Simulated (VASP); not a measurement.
# Cd2S (P3m1) in VASP: notebook

The runs below take Cd2S through single point, with PBEsol, r2SCAN.

Program: VASP 6.6.1. These are calculated values, not measurements. Logs are shortened: lines on timing, memory, paths and dates and some standing lists are left out, and cuts for length are marked.

**1. The cell of the first run**

The structure is trigonal, space group P3m1 (No. 156). The conventional cell has a = 4.040 Å, b = 4.040 Å, c = 5.923 Å, α = 90.00°, β = 90.00°, γ = 120.00°. Cd (site symmetry 3m) has 2 S at 2.56 to 3.36 Å and 3 Cd at 3.14 Å within 3.4 Å. Within 3.5 Å of Cd (site symmetry 3m) lie 3 S at 2.65 Å and 3 Cd at 3.14 Å. Within 3.4 Å of S (site symmetry 3m) lie 5 Cd at 2.56 to 3.36 Å.

**2. Single point, PBEsol**

INCAR

```
ALGO = Normal
EDIFF = 1E-6
ENCUT = 520
GGA = PS
ISIF = 2
ISMEAR = -1
LASPH = T
LCHARG = F
LREAL = F
LWAVE = F
NBANDS = 22
NELM = 80
PREC = Accurate
SIGMA = 0.05
```

KPOINTS

```
k-points
0
Gamma
  8 8 5
```

POSCAR

```
Cd2S
1.0
    4.0403891930      0.0000000000      0.0000000000
   -2.0201945965      3.4990796824      0.0000000000
    0.0000000000      0.0000000000      5.9231266511
Cd S
2 1
Direct
    0.3333333333      0.6666666667      0.9327170000
    0.6666666667      0.3333333333      0.5787350000
    0.3333333333      0.6666666667      0.3657050000
```

Potentials or basis: VASP PAW PBE potentials, release 64 (Cd, S).

On the command line:

```
> cat potpaw_PBE.64/Cd/POTCAR potpaw_PBE.64/S/POTCAR > POTCAR
> mpirun -np 1 vasp_std > vasp.out
```

OUTCAR:

```text
EDIFF = 1E-6
   ENCUT = 520
   GGA = PS
   ISIF = 2
   ISMEAR = -1
   LASPH = T
   LREAL = F
   NELM = 80
   PREC = Accurate

 ion  position               nearest neighbor table
   1  0.333  0.667  0.933-   3 2.56   2 3.14   2 3.14   2 3.14
   2  0.667  0.333  0.579-   3 2.65   3 2.65   3 2.65   1 3.14   1 3.14   1 3.14
   3  0.333  0.667  0.366-   1 2.56   2 2.65   2 2.65   2 2.65

  LATTYP: Found a hexagonal cell.
 ALAT       =     4.0403891930
 C/A-ratio  =     1.4659792332

  Lattice vectors:

 A1 = (   4.0403891930,   0.0000000000,   0.0000000000)
 A2 = (  -2.0201945965,   3.4990796824,   0.0000000000)
 A3 = (   0.0000000000,   0.0000000000,   5.9231266511)

Analysis of symmetry for initial positions (statically):
=====================================================================
 Subroutine PRICEL returns:
 Original cell was already a primitive cell.

 Routine SETGRP: Setting up the symmetry group for a
 hexagonal supercell.

 Subroutine GETGRP returns: Found  6 space group operations
 (whereof  6 operations were pure point group operations)
 out of a pool of 24 trial point group operations.

The static configuration has the point symmetry C_3v.

Analysis of symmetry for dynamics (positions and initial velocities):
=====================================================================
 Subroutine PRICEL returns:
 Original cell was already a primitive cell.

 Routine SETGRP: Setting up the symmetry group for a
 hexagonal supercell.

 Subroutine GETGRP returns: Found  6 space group operations
 (whereof  6 operations were pure point group operations)
 out of a pool of 24 trial point group operations.

The dynamic configuration has the point symmetry C_3v.

 Subroutine INISYM returns: Found  6 space group operations
 (whereof  6 operations are pure point group operations),
 and found     1 'primitive' translations

----------------------------------------------------------------------------------------

                                     Primitive cell

  volume of cell :      83.7391

  direct lattice vectors                    reciprocal lattice vectors
     4.040389193  0.000000000  0.000000000     0.247500909  0.142894717  0.000000000
    -2.020194597  3.499079682  0.000000000     0.000000000  0.285789433  0.000000000
     0.000000000  0.000000000  5.923126651     0.000000000  0.000000000  0.168829751

  length of vectors
     4.040389193  4.040389193  5.923126651     0.285789433  0.285789433  0.168829751

  position of ions in fractional coordinates (direct lattice)
     0.333333333  0.666666667  0.932717000
     0.666666667  0.333333333  0.578735000
     0.333333333  0.666666667  0.365705000

  ion indices of the primitive-cell ions
   primitive index   ion index
                 1           1
                 2           2
                 3           3

----------------------------------------------------------------------------------------

 KPOINTS: k-points

Automatic generation of k-mesh.
 Grid dimensions read from file:
 generate k-points for:    8    8    5

 Generating k-lattice:

  Cartesian coordinates                     Fractional coordinates (reciprocal lattice)
     0.030937614  0.017861840  0.000000000     0.125000000  0.000000000  0.000000000
     0.000000000  0.035723679  0.000000000     0.000000000  0.125000000  0.000000000
     0.000000000  0.000000000  0.033765950     0.000000000  0.000000000  0.200000000

  Length of vectors
     0.035723679  0.035723679  0.033765950

  Shift w.r.t. Gamma in fractional coordinates (k-lattice)
     0.000000000  0.000000000  0.000000000

 Subroutine IBZKPT returns following result:
 ===========================================

 Found     40 irreducible k-points:

 Following reciprocal coordinates:
            Coordinates               Weight
  0.000000  0.000000  0.000000      1.000000
  0.125000 -0.000000  0.000000      6.000000
  0.250000 -0.000000  0.000000      6.000000
  0.375000 -0.000000  0.000000      6.000000
  0.500000 -0.000000  0.000000      3.000000
  0.125000  0.125000  0.000000      6.000000
[... 16 lines left out ...]
 -0.125000  0.500000  0.200000     12.000000
  0.250000  0.250000  0.200000     12.000000
 [... further k-points ...]
   k-points           NKPTS =     40   k-points in BZ     NKDIM =     40   number of bands    NBANDS=     22
   number of dos      NEDOS =    301   number of ions     NIONS =      3
   total plane-waves  NPLWV =  43200
   dimension x,y,z NGX =    30 NGY =   30 NGZ =   48
   dimension x,y,z NGXF=    60 NGYF=   60 NGZF=   96
   ions per type =               2   1
   NGX,Y,Z   is equivalent  to a cutoff of  12.34, 12.34, 13.47 a.u.
   NGXF,Y,Z  is equivalent  to a cutoff of  24.69, 24.69, 26.94 a.u.
 SYSTEM =  unknown system
   PREC   = accura    normal or accurate (medium, high low for compatibility)
   ISTART =      0    job   : 0-new  1-cont  2-samecut
   ICHARG =      2    charge: 1-file 2-atom 10-const
[... 35 lines left out ...]
   LEPSILON=     F    determine dielectric tensor
   LRPA    =     F    only Hartree local field effects (RPA)
 non-spin polarized calculation
  energy-cutoff  :      520.00
  volume of cell :       83.74
 maximum number of plane-waves:      2275
   NGX = 15   NGY = 15   NGZ = 23

 number of electron      30.0000003 magnetization

 Free energy of the ion-electron system (eV)
  ---------------------------------------------------
  ext. energy  EPLUGINS =         0.00000000
  ---------------------------------------------------
  free energy    TOTEN  =        -7.15367838 eV

  energy without entropy =       -7.15238115  energy(sigma->0) =       -7.15302976

 E-fermi :   0.9313     XC(G=0):  -9.2223

 val. band max:        0.7738928681   @ k =   0.3750   0.2500   0.2000
 cond. band min:       1.0488753861   @ k =   0.5000  -0.0000   0.2000
 fundamental gap:      0.2749825179
 Fermi energy:         0.9312640697

 k-point     1 :       0.0000    0.0000    0.0000
  band No.  band energies     occupation
      1     -11.4924      2.00000
      2      -7.3702      2.00000
      3      -7.3702      2.00000
      4      -7.2769      2.00000
      5      -7.2769      2.00000
      6      -7.2037      2.00000
[... 14 lines left out ...]
     21       8.8214      0.00000
     22      10.5038      0.00000

 k-point     2 :       0.1250   -0.0000    0.0000
  band No.  band energies     occupation
      1     -11.4459      2.00000
      2      -7.3754      2.00000
      3      -7.3670      2.00000
      4      -7.2765      2.00000
      5      -7.2497      2.00000
      6      -7.1685      2.00000
[... 14 lines left out ...]
     21       8.8923      0.00000
     22      10.2905      0.00000

 k-point     3 :       0.2500   -0.0000    0.0000
  band No.  band energies     occupation
      1     -11.3326      2.00000
      2      -7.3778      2.00000
      3      -7.3667      2.00000
      4      -7.2740      2.00000
      5      -7.1813      2.00000
      6      -7.1399      2.00000
[... 14 lines left out ...]
     21       8.8886      0.00000
     22       9.2969      0.00000

 k-point     4 :       0.3750   -0.0000    0.0000
  band No.  band energies     occupation
      1     -11.2180      2.00000
      2      -7.3748      2.00000
      3      -7.3634      2.00000
      4      -7.2841      2.00000
      5      -7.1384      2.00000
      6      -7.1050      2.00000
[... 14 lines left out ...]
     21       8.6260      0.00000
     22       9.1047      0.00000

 k-point     5 :       0.5000   -0.0000    0.0000
  band No.  band energies     occupation
      1     -11.1702      2.00000
      2      -7.3801      2.00000
      3      -7.3423      2.00000
      4      -7.3040      2.00000
      5      -7.1370      2.00000
      6      -7.0673      2.00000
[... 417 lines left out ...]
 k-point    22 :       0.3750    0.1250    0.2000
  band No.  band energies     occupation
      1     -11.1427      2.00000
      2      -7.3984      2.00000
      3      -7.3697      2.00000
      4      -7.2611      2.00000
      5      -7.2237      2.00000
      6      -7.1039      2.00000
[... 14 lines left out ...]
     21       8.4803      0.00000
     22       9.5467      0.00000

 k-point    23 :      -0.1250    0.5000    0.2000
  band No.  band energies     occupation
      1     -11.1426      2.00000
      2      -7.3943      2.00000
      3      -7.3630      2.00000
      4      -7.2805      2.00000
      5      -7.2116      2.00000
      6      -7.0927      2.00000
[... 14 lines left out ...]
     21       8.5322      0.00000
     22       9.5959      0.00000

 k-point    24 :       0.2500    0.2500    0.2000
  band No.  band energies     occupation
      1     -11.1434      2.00000
      2      -7.4117      2.00000
      3      -7.3505      2.00000
      4      -7.2499      2.00000
      5      -7.2211      2.00000
      6      -7.1268      2.00000
[... 14 lines left out ...]
     21       8.1783      0.00000
     22       9.1188      0.00000

 [... further k-points ...]

------------------------ aborting loop because EDIFF is reached ----------------------------------------

  FORCE on cell =-STRESS in cart. coord.  units (eV):
  Direction    XX          YY          ZZ          XY          YZ          ZX
  --------------------------------------------------------------------------------------
  -------------------------------------------------------------------------------------
  Total       -2.1163117     -2.1163117     -3.0261844      0.0000000     -0.0000000      0.0000000
  in kB      -40.4913413    -40.4913413    -57.8999148      0.0000000     -0.0000000      0.0000000
  external PRESSURE =     -46.2941991 kB  Pullay stress =       0.0000000 kB

 VOLUME and BASIS-vectors are now :
 -----------------------------------------------------------------------------
  energy-cutoff  :      520.00
  volume of cell :       83.74
      direct lattice vectors                 reciprocal lattice vectors
     4.040389193  0.000000000  0.000000000     0.247500909  0.142894717  0.000000000
    -2.020194597  3.499079682  0.000000000     0.000000000  0.285789433  0.000000000
     0.000000000  0.000000000  5.923126651     0.000000000  0.000000000  0.168829751

 POSITION                                       TOTAL-FORCE (eV/Angst)
 -----------------------------------------------------------------------------------
     -0.00000      2.33272      5.52460        -0.000000      0.000000      0.119629
      2.02019      1.16636      3.42792         0.000000     -0.000000     -0.318754
     -0.00000      2.33272      2.16612        -0.000000      0.000000      0.199125
 -----------------------------------------------------------------------------------
    total drift:                                0.000000     -0.000000      0.001109

  FREE ENERGIE OF THE ION-ELECTRON SYSTEM (eV)
  ---------------------------------------------------
  free  energy   TOTEN  =        -7.1536783761 eV

  energy  without entropy=       -7.1523811470  energy(sigma->0) =       -7.15302976
```

It took 51 s on 1 thread of Intel Xeon Platinum 8259CL at 2.50GHz (Skylake/Cascade Lake), shared host; peak memory 0.23 GiB.

What came out:

```yaml
Free_energy: -7.1537 eV
Pressure: -4.6 GPa
Largest_force: 0.319 eV/Å
Band_gap_on_the_k_mesh: 0.28 eV, indirect (least direct gap 0.57 eV)
```

Forces in eV/Å, atoms in the order of the input:
```
Cd   0.000  0.000  0.120
Cd   0.000  0.000 -0.319
S    0.000  0.000  0.199
```

Caveat: the PAW data sets were made with another functional, which shifts forces and pressure a little.

**3. Single point, r2SCAN**

This run uses another cell than the first one, of 24.75 Å³/atom, 0.887 times its volume.

POSCAR

```
Cd2S
1.0
    3.8817765334      0.0000000000      0.0000000000
   -1.9408882667      3.3617170898      0.0000000000
    0.0000000000      0.0000000000      5.6906037861
Cd S
2 1
Direct
    0.3333333333      0.6666666667      0.9327170000
    0.6666666667      0.3333333333      0.5787350000
    0.3333333333      0.6666666667      0.3657050000
```

INCAR.step1

```
PREC = Accurate
ENCUT = 520
ISMEAR = -1
SIGMA = 0.05
LREAL = False
LASPH = True
NELM = 80
NBANDS = 22
GGA = PE
ALGO = Normal
EDIFF = 1E-4
LWAVE = True
LCHARG = False
```

INCAR.step2

```
PREC = Accurate
ENCUT = 520
EDIFF = 1E-6
ISMEAR = -1
SIGMA = 0.05
LREAL = False
LASPH = True
NELM = 80
ALGO = Normal
ISIF = 2
LWAVE = False
LCHARG = False
METAGGA = R2SCAN
LMIXTAU = True
NBANDS = 22
ISTART = 1
```

KPOINTS

```
Automatic mesh
0
Gamma
  8 8 5
```

Potentials or basis: VASP PAW PBE potentials, release 64 (Cd, S).

On the command line:

```
> cat potpaw_PBE.64/Cd/POTCAR potpaw_PBE.64/S/POTCAR > POTCAR
> cp INCAR.step1 INCAR
> mpirun -np 1 vasp_std > vasp.out
> cp INCAR.step2 INCAR
> mpirun -np 1 vasp_std > vasp.out
```

It took 3.5 min on 1 thread of Intel Xeon Platinum 8259CL at 2.50GHz (Skylake/Cascade Lake), shared host; peak memory 0.23 GiB.

Results (log left out):

```
Free energy            : -49.0456 eV
Pressure               : 1.7 GPa
Largest force          : 0.252 eV/Å
Band gap on the k mesh : 0.30 eV, indirect (least direct gap 0.70 eV)
```

Forces in eV/Å, atoms in the order of the input:
```
Cd   0.000  0.000 -0.139
Cd   0.000  0.000  0.252
S    0.000  0.000 -0.114
```

Stress tensor (GPa, compression positive):
```
1.15 0.00 0.00
0.00 1.15 0.00
0.00 0.00 2.65
```

Levels at points of the mesh, in eV from the valence-band top:
```csv
k point,band 12,band 13,band 14,band 15,band 16,band 17,band 18,band 19
"(0.00, 0.00, 0.00)",-4.79,-4.00,-0.88,-0.88,3.78,5.61,7.32,7.32
"(0.50, 0.00, 0.00)",-4.93,-3.35,-1.87,-1.14,0.57,3.52,5.06,6.36
```

Caveat: the PAW data sets were made with another functional, which shifts forces and pressure a little. A k mesh can miss the band edges.

**4. Single point, r2SCAN**

This run uses another cell than the first one, of 25.28 Å³/atom, 0.906 times its volume.

POSCAR

```
Cd2S
1.0
    3.9091138886      0.0000000000      0.0000000000
   -1.9545569443      3.3853919338      0.0000000000
    0.0000000000      0.0000000000      5.7306797810
Cd S
2 1
Direct
    0.3333333333      0.6666666667      0.9327170000
    0.6666666667      0.3333333333      0.5787350000
    0.3333333333      0.6666666667      0.3657050000
```

INCAR.step1

```
SYSTEM = Cd2S
PREC     = Accurate       ! precision mode
ENCUT    = 520            ! plane-wave cutoff, eV
ISMEAR   = -1             ! smearing method
SIGMA    = 0.05           ! smearing width, eV
LREAL    = .FALSE.        ! projectors in reciprocal space
LASPH    = .TRUE.         ! aspherical terms in the spheres
NELM     = 80             ! most SCF steps
NBANDS   = 22             ! bands
GGA      = PE             ! functional
ALGO     = Normal         ! electronic algorithm
EDIFF    = 1E-4           ! SCF threshold, eV
LWAVE    = .TRUE.         ! write WAVECAR
LCHARG   = .FALSE.        ! write CHGCAR
```

INCAR.step2

```
SYSTEM = Cd2S
PREC     = Accurate       ! precision mode
ENCUT    = 520            ! plane-wave cutoff, eV
EDIFF    = 1E-7           ! SCF threshold, eV
ISMEAR   = -1             ! smearing method
SIGMA    = 0.05           ! smearing width, eV
LREAL    = .FALSE.        ! projectors in reciprocal space
LASPH    = .TRUE.         ! aspherical terms in the spheres
NELM     = 80             ! most SCF steps
ALGO     = Normal         ! electronic algorithm
ISIF     = 2              ! what is computed and relaxed
LWAVE    = .FALSE.        ! write WAVECAR
LCHARG   = .TRUE.         ! write CHGCAR
METAGGA  = R2SCAN         ! meta-GGA
LMIXTAU  = .TRUE.       
LELF     = .TRUE.         ! ELF
LVHAR    = .TRUE.       
NBANDS   = 22             ! bands
ISTART   = 1
```

KPOINTS

```
Automatic mesh
0
G
  8 8 5
  0 0 0
```

On the command line:

```
> cat potpaw_PBE.64/Cd/POTCAR potpaw_PBE.64/S/POTCAR > POTCAR
> cp INCAR.step1 INCAR
> mpirun -np 1 vasp_std > vasp.out
> cp INCAR.step2 INCAR
> mpirun -np 1 vasp_std > vasp.out
```

It took 4.8 min on 1 thread of Intel Xeon Platinum 8259CL at 2.50GHz (Skylake/Cascade Lake), shared host; peak memory 0.24 GiB.

Results (log left out):

```
Free energy            : -49.0562 eV
Pressure               : 0.5 GPa
Largest force          : 0.158 eV/Å
Band gap on the k mesh : 0.29 eV, indirect (least direct gap 0.67 eV)
```

Forces in eV/Å, atoms in the order of the input:
```
Cd   0.000  0.000 -0.084
Cd   0.000  0.000  0.158
S    0.000  0.000 -0.074
```

Stress tensor (GPa, compression positive):
```
0.18 0.00 0.00
0.00 0.18 0.00
0.00 0.00 1.10
```

Levels at points of the mesh, in eV from the valence-band top:
```tsv
k point	band 13	band 14	band 15	band 16	band 17	band 18
(0.00, 0.00, 0.00)	-3.93	-0.87	-0.87	3.72	5.53	7.28
(0.50, 0.00, 0.00)	-3.28	-1.83	-1.16	0.58	3.49	5.05
```

Caveat: the PAW data sets were made with another functional, which shifts forces and pressure a little.

**5. Single point, r2SCAN**

This run uses another cell than the first one, of 25.81 Å³/atom, 0.925 times its volume.

POSCAR

```
Cd2S
1.0
    3.9360741467      0.0000000000      0.0000000000
   -1.9680370733      3.4087402022      0.0000000000
    0.0000000000      0.0000000000      5.7702029595
Cd S
2 1
Direct
    0.3333333333      0.6666666667      0.9327170000
    0.6666666667      0.3333333333      0.5787350000
    0.3333333333      0.6666666667      0.3657050000
```

INCAR.step1

```
SYSTEM = Cd2S
PREC = Accurate
ENCUT = 520
ISMEAR = -1
SIGMA = 0.05
LREAL = .False.
LASPH = .True.
NELM = 100
NBANDS = 22
GGA = PE
ALGO = Normal
EDIFF = 1E-4
LWAVE = .True.
LCHARG = .False.
```

INCAR.step2

```
SYSTEM = Cd2S
PREC = Accurate
ENCUT = 520
EDIFF = 1E-7
ISMEAR = -1
SIGMA = 0.05
LREAL = .False.
LASPH = .True.
NELM = 100
ALGO = Normal
ISIF = 2
LWAVE = .False.
LCHARG = .False.
METAGGA = R2SCAN
LMIXTAU = .True.
NBANDS = 22
ISTART = 1
```

KPOINTS

```
Automatic mesh
0
Gamma
  8 8 5
  0 0 0
```

On the command line:

```
> cat potpaw_PBE.64/Cd/POTCAR potpaw_PBE.64/S/POTCAR > POTCAR
> cp INCAR.step1 INCAR
> mpirun -np 1 vasp_std > vasp.out
> cp INCAR.step2 INCAR
> mpirun -np 1 vasp_std > vasp.out
```

Wall time 4.5 min (1 thread of Intel Xeon Platinum 8259CL at 2.50GHz (Skylake/Cascade Lake), shared host); peak memory 0.24 GiB.

It converged, with:

```yaml
Free_energy: -49.0560 eV
Pressure: -0.5 GPa
Largest_force: 0.070 eV/Å
Band_gap_on_the_k_mesh: 0.29 eV, indirect (least direct gap 0.65 eV)
```

Forces in eV/Å, atoms in the order of the input:
```
Cd   0.000  0.000 -0.033
Cd   0.000  0.000  0.070
S    0.000  0.000 -0.037
```

Stress tensor (GPa, compression positive):
```
-0.68  0.00  0.00
 0.00 -0.68  0.00
 0.00  0.00 -0.27
```

Levels at points of the mesh, in eV from the valence-band top:
| k point | band 13 | band 14 | band 15 | band 16 | band 17 | band 18 |
| --- | --- | --- | --- | --- | --- | --- |
| (0.00, 0.00, 0.00) | -3.87 | -0.86 | -0.86 | 3.66 | 5.46 | 7.24 |
| (0.50, 0.00, 0.00) | -3.21 | -1.78 | -1.17 | 0.59 | 3.47 | 5.04 |

Caveat: the PAW data sets were made with another functional, which shifts forces and pressure a little. A k mesh can miss the band edges.

**6. The runs side by side**

| level | cell | gap on the mesh (eV) | pressure (GPa) | largest force (eV/Å) |
| --- | --- | --- | --- | --- |
| PBEsol | a = 4.040, b = 4.040, c = 5.923 Å, angles 90.0, 90.0, 120.0°, 3 atoms | 0.28 | -4.6 | 0.32 |
| r2SCAN | a = 3.882, b = 3.882, c = 5.691 Å, angles 90.0, 90.0, 120.0°, 3 atoms | 0.30 | 1.7 | 0.25 |
| r2SCAN | a = 3.909, b = 3.909, c = 5.731 Å, angles 90.0, 90.0, 120.0°, 3 atoms | 0.29 | 0.5 | 0.16 |
| r2SCAN | a = 3.936, b = 3.936, c = 5.770 Å, angles 90.0, 90.0, 120.0°, 3 atoms | 0.29 | -0.5 | 0.07 |

Alike in all rows: task single point; potentials or basis VASP PAW PBE potentials, release 64 (Cd, S); no spin polarisation; k mesh 8 × 8 × 5; cutoff (eV) 520; smearing fermi-dirac 0.05 eV.

Caveats: the PAW data sets were made with another functional, which shifts forces and pressure a little.

Total energies depend on the potentials used, so only differences within one code and one set of settings carry meaning.
